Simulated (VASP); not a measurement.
# Li (P1) in VASP: relaxation of cell and atoms with PBE

Aim: the relaxation of cell and atoms of Li with PBE.

Everything below comes from runs of VASP 6.6.1. Logs are shortened: lines on timing, memory, paths and dates and some standing lists are left out, and cuts for length are marked.

## Step 1: The cell of the first run

The typed cell holds 8 atoms: a = 5.854 Å, b = 5.862 Å, c = 5.825 Å, α = 108.73°, β = 109.36°, γ = 109.58°.

## Step 2: Relaxation of cell and atoms, PBE

INCAR reads:

```
PREC = Accurate
ENCUT = 600
EDIFF = 1E-6
ISMEAR = 0
SIGMA = 0.2
LREAL = F
LASPH = T
NELM = 100
ALGO = Fast
ISIF = 3
LWAVE = F
LCHARG = F
GGA = PE
IBRION = 2
NSW = 80
EDIFFG = -0.025
```

KPOINTS reads:

```
regular mesh
0
Gamma
  4 4 4
```

POSCAR reads:

```
Li
1.0
    0.0102800251     -0.0034385894      5.8537631585
   -4.7608793211     -2.8051067958     -1.9580278641
    4.7380975393     -2.7775179427     -1.9412385734
Li
8
Direct
   -0.0110798000     -0.0244807651     -0.0233456518
    0.4969700906      0.5161978686      0.4836169396
    1.0081882694      0.0110838127      0.4974804797
    0.4939846891      0.5337126590      1.0010466564
    0.9759500658      0.4703740929      0.0174722753
    0.5161245069      0.9959105056      0.5064797503
    0.9948694591      0.5166496945      0.5029492610
    0.5249927192     -0.0194478682      1.0143002894
```

Potentials or basis: VASP PAW PBE potentials, release 64 (Li_sv).

Launch:

```sh
$ cat potpaw_PBE.64/Li_sv/POTCAR > POTCAR
$ mpirun -np 1 vasp_std > vasp.out
```

OUTCAR:

```text
PREC = Accurate
   ENCUT = 600
   EDIFF = 1E-6
   ISMEAR = 0
   LREAL = F
   LASPH = T
   NELM = 100
   ISIF = 3
   GGA = PE
   IBRION = 2
   NSW = 80
   EDIFFG = -0.025

 ion  position               nearest neighbor table
   1  0.989  0.976  0.977-
   2  0.497  0.516  0.484-
   3  0.008  0.011  0.497-
   4  0.494  0.534  0.001-   8 2.54
   5  0.976  0.470  0.017-
   6  0.516  0.996  0.506-
   7  0.995  0.517  0.503-
   8  0.525  0.981  0.014-   4 2.54

  LATTYP: Found a triclinic cell.
 ALAT       =    16.5729544574
 B/A-ratio  =     0.3532124106
 C/A-ratio  =     0.5825065758
 COS(alpha) =     0.0007235196
 COS(beta)  =     0.2940695724
 COS(gamma) =     0.9415078571

  Lattice vectors:

 A1 = (   0.0433418320,   5.5757475597,  15.6067927545)
 A2 = (   0.0102800251,  -0.0034385894,   5.8537631585)
 A3 = (   4.7733810778,   8.3911701237,   0.0035311431)

Analysis of symmetry for initial positions (statically):
=====================================================================
 Subroutine PRICEL returns:
 Original cell was already a primitive cell.

 Routine SETGRP: Setting up the symmetry group for a
 triclinic supercell.

 Subroutine GETGRP returns: Found  1 space group operations
 (whereof  1 operations were pure point group operations)
 out of a pool of  2 trial point group operations.

The static configuration has the point symmetry C_1 .

Analysis of symmetry for dynamics (positions and initial velocities):
=====================================================================
 Subroutine PRICEL returns:
 Original cell was already a primitive cell.

 Routine SETGRP: Setting up the symmetry group for a
 triclinic supercell.

 Subroutine GETGRP returns: Found  1 space group operations
 (whereof  1 operations were pure point group operations)
 out of a pool of  2 trial point group operations.

The dynamic configuration has the point symmetry C_1 .

 Subroutine INISYM returns: Found  1 space group operations
 (whereof  1 operations are pure point group operations),
 and found     1 'primitive' translations

----------------------------------------------------------------------------------------
[... 119 lines left out ...]
   EFERMI =   0.00;   METHOD = LEGACY
   ISMEAR =     0;   SIGMA  =   0.20  broadening in eV -4-tet -1-fermi 0-gaus
   EFERMI_NEDOS =   21; number of points for ismear=-14 and -15
   IALGO  =     68    algorithm
   IMIX   =      4    mixing-type and parameters
     AMIX     =   0.40;   BMIX     =  1.00
     AMIX_MAG =   1.60;   BMIX_MAG =  1.00
  volume/ion in A,a.u.               =      19.41       130.98
  Fermi-wavevector in a.u.,A,eV,Ry     =   0.878579  1.660273 10.502346  0.771901
  Thomas-Fermi vector in A             =   1.998685
   LORBIT       =      0    0 simple, 1 ext, 2 COOP (PROOUT), +10 PAW based schemes
   GGA     = PE    functional components
   LHFCALC =     F    Hartree Fock is set to
   AEXX    =    0.0000 exact exchange contribution
   IVDW    =     0    specifies the selected vdW correction
   LEPSILON=     F    determine dielectric tensor
   LRPA    =     F    only Hartree local field effects (RPA)
 conjugate gradient relaxation of ions
 non-spin polarized calculation
 RMM-DIIS sequential band-by-band and
 Gauss-broadening in eV      SIGMA  =   0.20
  energy-cutoff  :      600.00
  volume of cell :      155.27
 maximum number of plane-waves:      5201
 NGX is ok and might be reduce to    48
   NGX = 23   NGY = 23   NGZ = 23

--------------------------------------- Ionic step        1  -------------------------------------------

 number of electron      24.0000002 magnetization

 Free energy of the ion-electron system (eV)
  ---------------------------------------------------
  ext. energy  EPLUGINS =         0.00000000
  ---------------------------------------------------
  free energy    TOTEN  =       -15.04755197 eV

  energy without entropy =      -14.94469624  energy(sigma->0) =      -14.99612411

------------------------ aborting loop because EDIFF is reached ----------------------------------------

  FORCE on cell =-STRESS in cart. coord.  units (eV):
  Direction    XX          YY          ZZ          XY          YZ          ZX
  --------------------------------------------------------------------------------------
  -------------------------------------------------------------------------------------
  Total        0.7766303      0.7937548      0.4666933      0.0902484      0.1098434      0.0278746
  in kB        8.0136672      8.1903663      4.8155792      0.9312292      1.1334200      0.2876238
  external PRESSURE =       7.0065376 kB  Pullay stress =       0.0000000 kB
[... 107 lines left out ...]
  FREE ENERGIE OF THE ION-ELECTRON SYSTEM (eV)
  ---------------------------------------------------
  free  energy   TOTEN  =       -15.1636908281 eV

  energy  without entropy=      -15.0560370427  energy(sigma->0) =      -15.10986394

[... ionic steps 4 to 9 ...]

--------------------------------------- Ionic step       10  -------------------------------------------

 number of electron      23.9999995 magnetization

------------------------ aborting loop because EDIFF is reached ----------------------------------------
[... 79 lines left out ...]
--------------------------------------- Ionic step       12  -------------------------------------------

 number of electron      23.9999998 magnetization

 Free energy of the ion-electron system (eV)
  ---------------------------------------------------
  ext. energy  EPLUGINS =         0.00000000
  ---------------------------------------------------
  free energy    TOTEN  =       -15.20556853 eV

  energy without entropy =      -15.10522248  energy(sigma->0) =      -15.15539550

 E-fermi :   0.6620     XC(G=0):  -7.0591

 val. band max:        0.6608200603   @ k =   0.0000   0.0000   0.0000
 cond. band min:       0.6632098206   @ k =   0.0000   0.5000   0.0000
 fundamental gap:      0.0023897602
 Fermi energy:         0.6619829905

 k-point     1 :       0.0000    0.0000    0.0000
  band No.  band energies     occupation
      1     -45.8824      2.00000
      2     -45.8663      2.00000
      3     -45.8634      2.00000
      4     -45.8625      2.00000
      5     -45.8617      2.00000
      6     -45.8611      2.00000
[... 457 lines left out ...]
      4     -45.8633      2.00000
      5     -45.8626      2.00000
      6     -45.8615      2.00000
[... 9 lines left out ...]
     16       2.7612      0.00000
     17       3.7291      0.00000

 [... further k-points ...]
[... 5 lines left out ...]
  --------------------------------------------------------------------------------------
  -------------------------------------------------------------------------------------
  Total       -0.0190172      0.0101070      0.0005908     -0.0256426      0.0542166     -0.0175928
  in kB       -0.1890308      0.1004637      0.0058723     -0.2548876      0.5389128     -0.1748721
  external PRESSURE =      -0.0275649 kB  Pullay stress =       0.0000000 kB
[... 23 lines left out ...]
  FREE ENERGIE OF THE ION-ELECTRON SYSTEM (eV)
  ---------------------------------------------------
  free  energy   TOTEN  =       -15.2055685312 eV

  energy  without entropy=      -15.1052224772  energy(sigma->0) =      -15.15539550

 reached required accuracy - stopping structural energy minimisation
```

Run time: 19 min. Hardware: 1 thread of Intel Xeon 6975P-C (Granite Rapids), shared host; peak memory 0.37 GiB.

Results:

```yaml
Free_energy: -15.2056 eV
Relaxed_volume: 20.15 Å³/atom
Relaxed_cell: a = 5.824 Å, b = 5.970 Å, c = 5.899 Å, α = 107.55°, β = 109.50°, γ = 109.60°
Space_group_after_relaxing_to_0.1_Å: C2 (No. 5)
Energy_gained_by_relaxing: 19.8 meV/atom
Ionic_steps: 12
Pressure_after_relaxing: 0.0 GPa
Largest_force_after_relaxing: 0.021 eV/Å
Band_gap_on_the_k_mesh: zero (bands 12 and 13 overlap by 1.39 eV)
```

Forces in eV/Å, atoms in the order of the input:
```
Li  -0.016  0.005 -0.010
Li  -0.009 -0.010  0.014
Li   0.007  0.000 -0.009
Li   0.010 -0.013  0.008
Li   0.008 -0.003 -0.004
Li   0.018  0.000  0.004
Li  -0.011  0.017 -0.005
Li  -0.008  0.005  0.003
```

The path:
```csv
step,energy change (eV),largest force (eV/Å),pressure (GPa),volume (Å³)
1,0.0000,0.4984,0.70,155.27
2,-0.0417,0.4147,0.47,157.19
3,-0.1161,0.1994,-0.12,163.02
4,-0.0825,0.1571,-0.93,175.11
5,-0.1292,0.0896,-0.47,167.41
6,-0.1295,0.0935,-0.43,166.81
7,-0.1386,0.0807,-0.27,164.66
8,-0.1471,0.0763,0.13,159.65
9,-0.1505,0.0646,0.11,159.91
10,-0.1568,0.0312,0.04,160.68
11,-0.1531,0.0602,-0.09,162.20
12,-0.1580,0.0206,0.00,161.18
```

Final structure:
```yaml
crystal:
  lattice:
    - [0.00996, 0.04629, 5.82354]
    - [-4.80915, -2.93813, -1.97126]
    - [4.76637, -2.87436, -1.95498]
  atoms:
    - { symbol: Li, position: [0.00148, 0.98325, 0.98634] }
    - { symbol: Li, position: [0.48352, 0.48992, 0.48834] }
    - { symbol: Li, position: [0.00204, 0.00468, 0.49206] }
    - { symbol: Li, position: [0.49426, 0.50318, 0.99456] }
    - { symbol: Li, position: [0.99554, 0.49059, 0.01022] }
    - { symbol: Li, position: [0.50113, 0.99886, 0.49704] }
    - { symbol: Li, position: [0.00370, 0.51534, 0.52256] }
    - { symbol: Li, position: [0.51831, 0.01418, 0.00888] }
```

Caveat: the cutoff is under 1.25 times the usual one of these potentials, so pressure, stress and relaxed cells hold a basis-set (Pulay) error.
